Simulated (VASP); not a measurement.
# Ge (Fd-3m) in VASP: single point with r2SCAN

Aim: the single point of Ge with r2SCAN.

Program: VASP 6.6.1. These are calculated values, not measurements. Logs are shortened: lines on timing, memory, paths and dates and some standing lists are left out, and cuts for length are marked.

## 1. The cell of the first run

The structure is cubic, space group Fd-3m (No. 227). Conventional cell: a = 5.674 Å, b = 5.674 Å, c = 5.674 Å, α = 90.00°, β = 90.00°, γ = 90.00°. Ge (site symmetry -43m) has 4 Ge at 2.46 Å within 3.2 Å.

## 2. Single point, r2SCAN

File POSCAR:

```
Ge
1.0
    0.0000000000      2.8371114698      2.8371114698
    2.8371114698      0.0000000000      2.8371114698
    2.8371114698      2.8371114698      0.0000000000
Ge
2
Direct
   -0.1250000000     -0.1250000000     -0.1250000000
    0.1250000000      0.1250000000      0.1250000000
```

File INCAR.step1:

```
ALGO     = Normal         # electronic algorithm
EDIFF    = 1E-4           # SCF threshold, eV
ENCUT    = 520            # plane-wave cutoff, eV
GGA      = PE             # functional
ISMEAR   = -1             # smearing method
LASPH    = T              # aspherical terms in the spheres
LCHARG   = F              # write CHGCAR
LREAL    = F              # projectors in reciprocal space
LWAVE    = T              # write WAVECAR
NBANDS   = 21             # bands
NELM     = 80             # most SCF steps
PREC     = Accurate       # precision mode
SIGMA    = 0.02           # smearing width, eV
```

File INCAR.step2:

```
ALGO     = Normal         # electronic algorithm
EDIFF    = 1E-6           # SCF threshold, eV
ENCUT    = 520            # plane-wave cutoff, eV
ISIF     = 2              # what is computed and relaxed
ISMEAR   = -1             # smearing method
ISTART   = 1            
LASPH    = T              # aspherical terms in the spheres
LCHARG   = F              # write CHGCAR
LMIXTAU  = T            
LREAL    = F              # projectors in reciprocal space
LWAVE    = F              # write WAVECAR
METAGGA  = R2SCAN         # meta-GGA
NBANDS   = 21             # bands
NELM     = 80             # most SCF steps
PREC     = Accurate       # precision mode
SIGMA    = 0.02           # smearing width, eV
```

File KPOINTS:

```
k-points
0
Gamma
  10 10 10
```

Potentials or basis: VASP PAW PBE potentials, release 64 (Ge_d).

Started as:

```
> cat potpaw_PBE.64/Ge_d/POTCAR > POTCAR
> cp INCAR.step1 INCAR
> mpirun -np 1 vasp_std > vasp.out
> cp INCAR.step2 INCAR
> mpirun -np 1 vasp_std > vasp.out
```

OUTCAR:

```text
EDIFF = 1E-6
   ENCUT = 520
   ISIF = 2
   ISMEAR = -1
   ISTART = 1
   LASPH = T
   LREAL = F
   METAGGA = R2SCAN
   NELM = 80
   PREC = Accurate

 ion  position               nearest neighbor table
   1  0.875  0.875  0.875-   2 2.46   2 2.46   2 2.46   2 2.46
   2  0.125  0.125  0.125-   1 2.46   1 2.46   1 2.46   1 2.46

  LATTYP: Found a face centered cubic cell.
 ALAT       =     5.6742229396

  Lattice vectors:

 A1 = (   0.0000000000,   2.8371114698,   2.8371114698)
 A2 = (   2.8371114698,   0.0000000000,   2.8371114698)
 A3 = (   2.8371114698,   2.8371114698,   0.0000000000)

Analysis of symmetry for initial positions (statically):
=====================================================================
 Subroutine PRICEL returns:
 Original cell was already a primitive cell.

 Routine SETGRP: Setting up the symmetry group for a
 face centered cubic supercell.

 Subroutine GETGRP returns: Found 48 space group operations
 (whereof 12 operations were pure point group operations)
 out of a pool of 48 trial point group operations.

The static configuration has the point symmetry D_3d.
 The point group associated with its full space group is O_h .

Analysis of symmetry for dynamics (positions and initial velocities):
=====================================================================
 Subroutine PRICEL returns:
 Original cell was already a primitive cell.

 Routine SETGRP: Setting up the symmetry group for a
 face centered cubic supercell.

 Subroutine GETGRP returns: Found 48 space group operations
 (whereof 12 operations were pure point group operations)
 out of a pool of 48 trial point group operations.

The dynamic configuration has the point symmetry D_3d.
 The point group associated with its full space group is O_h .

 Subroutine INISYM returns: Found 48 space group operations
 (whereof 12 operations are pure point group operations),
 and found     1 'primitive' translations

----------------------------------------------------------------------------------------

                                     Primitive cell

  volume of cell :      45.6730

  direct lattice vectors                    reciprocal lattice vectors
     0.000000000  2.837111470  2.837111470    -0.176235585  0.176235585  0.176235585
     2.837111470  0.000000000  2.837111470     0.176235585 -0.176235585  0.176235585
     2.837111470  2.837111470  0.000000000     0.176235585  0.176235585 -0.176235585

  length of vectors
     4.012281519  4.012281519  4.012281519     0.305248988  0.305248988  0.305248988

  position of ions in fractional coordinates (direct lattice)
     0.875000000  0.875000000  0.875000000
     0.125000000  0.125000000  0.125000000

  ion indices of the primitive-cell ions
   primitive index   ion index
                 1           1
                 2           2

----------------------------------------------------------------------------------------

 KPOINTS: k-points

Automatic generation of k-mesh.
 Grid dimensions read from file:
 generate k-points for:   10   10   10

 Generating k-lattice:

  Cartesian coordinates                     Fractional coordinates (reciprocal lattice)
    -0.017623559  0.017623559  0.017623559     0.100000000  0.000000000  0.000000000
     0.017623559 -0.017623559  0.017623559     0.000000000  0.100000000  0.000000000
     0.017623559  0.017623559 -0.017623559     0.000000000  0.000000000  0.100000000

  Length of vectors
     0.030524899  0.030524899  0.030524899

  Shift w.r.t. Gamma in fractional coordinates (k-lattice)
     0.000000000  0.000000000  0.000000000

 Subroutine IBZKPT returns following result:
 ===========================================

 Found     47 irreducible k-points:

 Following reciprocal coordinates:
            Coordinates               Weight
  0.000000  0.000000  0.000000      1.000000
  0.100000  0.000000  0.000000      8.000000
  0.200000  0.000000  0.000000      8.000000
  0.300000  0.000000  0.000000      8.000000
  0.400000  0.000000  0.000000      8.000000
  0.500000  0.000000  0.000000      4.000000
[... 16 lines left out ...]
  0.300000  0.300000  0.000000      6.000000
  0.400000  0.300000  0.000000     24.000000
 [... further k-points ...]
   k-points           NKPTS =     47   k-points in BZ     NKDIM =     47   number of bands    NBANDS=     21
   number of dos      NEDOS =    301   number of ions     NIONS =      2
   total plane-waves  NPLWV =  27000
   dimension x,y,z NGX =    30 NGY =   30 NGZ =   30
   dimension x,y,z NGXF=    60 NGYF=   60 NGZF=   60
   ions per type =               2
   NGX,Y,Z   is equivalent  to a cutoff of  12.43, 12.43, 12.43 a.u.
   NGXF,Y,Z  is equivalent  to a cutoff of  24.86, 24.86, 24.86 a.u.
 SYSTEM =  unknown system
   PREC   = accura    normal or accurate (medium, high low for compatibility)
   ISTART =      1    job   : 0-new  1-cont  2-samecut
   ICHARG =      0    charge: 1-file 2-atom 10-const
   ISPIN  =      1    spin polarized calculation?
   LNONCOLLINEAR =      F non collinear calculations
   LSORBIT =      F    spin-orbit coupling
   LASPH  =      T    aspherical Exc in radial PAW
   ENCUT  =  520.0 eV  38.22 Ry    6.18 a.u.   7.46  7.46  7.46*2*pi/ulx,y,z
   NELM   =     80;   NELMIN=  2; NELMDL=  0     # of ELM steps
   EDIFF  = 0.1E-05   stopping-criterion for ELM
   LREAL  =      F    real-space projection
   EDIFFG = 0.1E-04   stopping-criterion for IOM
   NSW    =      0    number of steps for IOM
   IBRION =     -1    ionic relax: 0-MD 1-quasi-New 2-CG
   NFREE  =      0    steps in history (QN), initial steepest desc. (CG)
   ISIF   =      2    stress and relaxation
   ISYM   =      2    0-nonsym 1-usesym 2-fastsym
   POTIM  = 0.5000    time-step for ionic-motion
   TEBEG  =    0.0;   TEEND  =   0.0 temperature during run
   PSTRESS=    0.0 pullay stress
   NELECT =      28.0000    total number of electrons
   NUPDOWN=      -1.0000    fix difference up-down
   EMIN   =  10.00;   EMAX   =-10.00  energy-range for DOS
   EFERMI =   0.00;   METHOD = LEGACY
   ISMEAR =    -1;   SIGMA  =   0.02  broadening in eV -4-tet -1-fermi 0-gaus
   EFERMI_NEDOS =   21; number of points for ismear=-14 and -15
   IALGO  =     38    algorithm
   IMIX   =      4    mixing-type and parameters
     AMIX     =   0.40;   BMIX     =  1.00
     AMIX_MAG =   1.60;   BMIX_MAG =  1.00
  volume/ion in A,a.u.               =      22.84       154.11
  Fermi-wavevector in a.u.,A,eV,Ry     =   1.390725  2.628088 26.315228  1.934115
  Thomas-Fermi vector in A             =   2.514632
   LORBIT       =      0    0 simple, 1 ext, 2 COOP (PROOUT), +10 PAW based schemes
   METAGGA = R2SCAN    functional components
   LHFCALC =     F    Hartree Fock is set to
   AEXX    =    0.0000 exact exchange contribution
   IVDW    =     0    specifies the selected vdW correction
   LEPSILON=     F    determine dielectric tensor
   LRPA    =     F    only Hartree local field effects (RPA)
 non-spin polarized calculation
  energy-cutoff  :      520.00
  volume of cell :       45.67
 maximum number of plane-waves:      1249
 NGX is ok and might be reduce to    30
   NGX = 15   NGY = 15   NGZ = 15

 number of electron      27.9999978 magnetization

 Free energy of the ion-electron system (eV)
  ---------------------------------------------------
  ext. energy  EPLUGINS =         0.00000000
  ---------------------------------------------------
  free energy    TOTEN  =       -27.74280523 eV

  energy without entropy =      -27.74280481  energy(sigma->0) =      -27.74280502

 E-fermi :   4.8869     XC(G=0): -10.7739

 val. band max:        4.7159783743   @ k =   0.0000   0.0000   0.0000
 cond. band min:       5.0366950591   @ k =   0.0000   0.0000   0.0000
 fundamental gap:      0.3207166848
 Fermi energy:         4.8869402394

 k-point     1 :       0.0000    0.0000    0.0000
  band No.  band energies     occupation
      1     -20.7661      2.00000
      2     -20.7661      2.00000
      3     -20.7661      2.00000
      4     -20.7275      2.00000
      5     -20.7275      2.00000
      6     -20.5146      2.00000
[... 13 lines left out ...]
     20      14.6299      0.00000
     21      14.6299      0.00000

 k-point     2 :       0.1000    0.0000    0.0000
  band No.  band energies     occupation
      1     -20.7720      2.00000
      2     -20.7719      2.00000
      3     -20.7645      2.00000
      4     -20.7194      2.00000
      5     -20.7194      2.00000
      6     -20.5219      2.00000
[... 13 lines left out ...]
     20      13.9486      0.00000
     21      13.9486      0.00000

 k-point     3 :       0.2000    0.0000    0.0000
  band No.  band energies     occupation
      1     -20.7810      2.00000
      2     -20.7810      2.00000
      3     -20.7601      2.00000
      4     -20.7047      2.00000
      5     -20.7047      2.00000
      6     -20.5330      2.00000
[... 13 lines left out ...]
     20      13.4426      0.00000
     21      13.4426      0.00000

 k-point     4 :       0.3000    0.0000    0.0000
  band No.  band energies     occupation
      1     -20.7873      2.00000
      2     -20.7872      2.00000
      3     -20.7546      2.00000
      4     -20.6927      2.00000
      5     -20.6927      2.00000
      6     -20.5410      2.00000
[... 13 lines left out ...]
     20      13.8342      0.00000
     21      13.8343      0.00000

 k-point     5 :       0.4000    0.0000    0.0000
  band No.  band energies     occupation
      1     -20.7902      2.00000
      2     -20.7902      2.00000
      3     -20.7501      2.00000
      4     -20.6862      2.00000
      5     -20.6862      2.00000
      6     -20.5445      2.00000
[... 13 lines left out ...]
     20      15.1210      0.00000
     21      15.1210      0.00000
[... 382 lines left out ...]
     20      14.5976      0.00000
     21      16.7302      0.00000

 k-point    22 :      -0.2000    0.2000    0.0000
  band No.  band energies     occupation
      1     -20.7962      2.00000
      2     -20.7958      2.00000
      3     -20.7386      2.00000
      4     -20.6941      2.00000
      5     -20.6700      2.00000
      6     -20.5671      2.00000
[... 13 lines left out ...]
     20      15.1869      0.00000
     21      15.7139      0.00000

 k-point    23 :       0.3000    0.3000    0.0000
  band No.  band energies     occupation
      1     -20.7898      2.00000
      2     -20.7898      2.00000
      3     -20.7668      2.00000
      4     -20.6777      2.00000
      5     -20.6355      2.00000
      6     -20.6257      2.00000
[... 13 lines left out ...]
     20      16.2353      0.00000
     21      16.5787      0.00000

 k-point    24 :       0.4000    0.3000    0.0000
  band No.  band energies     occupation
      1     -20.8003      2.00000
      2     -20.7944      2.00000
      3     -20.7498      2.00000
      4     -20.6620      2.00000
      5     -20.6437      2.00000
      6     -20.6179      2.00000
[... 13 lines left out ...]
     20      17.0121      0.00000
     21      17.0306      0.00000

 [... further k-points ...]

------------------------ aborting loop because EDIFF is reached ----------------------------------------

  FORCE on cell =-STRESS in cart. coord.  units (eV):
  Direction    XX          YY          ZZ          XY          YZ          ZX
  --------------------------------------------------------------------------------------
  -------------------------------------------------------------------------------------
  Total        0.0186443      0.0186443      0.0186443      0.0000000      0.0000000      0.0000000
  in kB        0.6540282      0.6540282      0.6540282      0.0000000      0.0000000      0.0000000
  external PRESSURE =       0.6540282 kB  Pullay stress =       0.0000000 kB

 VOLUME and BASIS-vectors are now :
 -----------------------------------------------------------------------------
  energy-cutoff  :      520.00
  volume of cell :       45.67
      direct lattice vectors                 reciprocal lattice vectors
     0.000000000  2.837111470  2.837111470    -0.176235585  0.176235585  0.176235585
     2.837111470  0.000000000  2.837111470     0.176235585 -0.176235585  0.176235585
     2.837111470  2.837111470  0.000000000     0.176235585  0.176235585 -0.176235585

 POSITION                                       TOTAL-FORCE (eV/Angst)
 -----------------------------------------------------------------------------------
      4.96495      4.96495      4.96495         0.000000      0.000000      0.000000
      0.70928      0.70928      0.70928        -0.000000     -0.000000     -0.000000
 -----------------------------------------------------------------------------------
    total drift:                               -0.000000      0.000000      0.000000

  FREE ENERGIE OF THE ION-ELECTRON SYSTEM (eV)
  ---------------------------------------------------
  free  energy   TOTEN  =       -27.7428052290 eV

  energy  without entropy=      -27.7428048062  energy(sigma->0) =      -27.74280502
```

It took 2.2 min on 1 thread of Intel Xeon Platinum 8375C at 2.90GHz (Ice Lake), shared host; peak memory 0.18 GiB.

Results:

```yaml
Free_energy: -27.7428 eV
Pressure: 0.1 GPa
Band_gap_on_the_k_mesh: 0.32 eV, direct
```

Caveat: the PAW data sets were made with another functional, which shifts forces and pressure a little. A k mesh can miss the band edges.
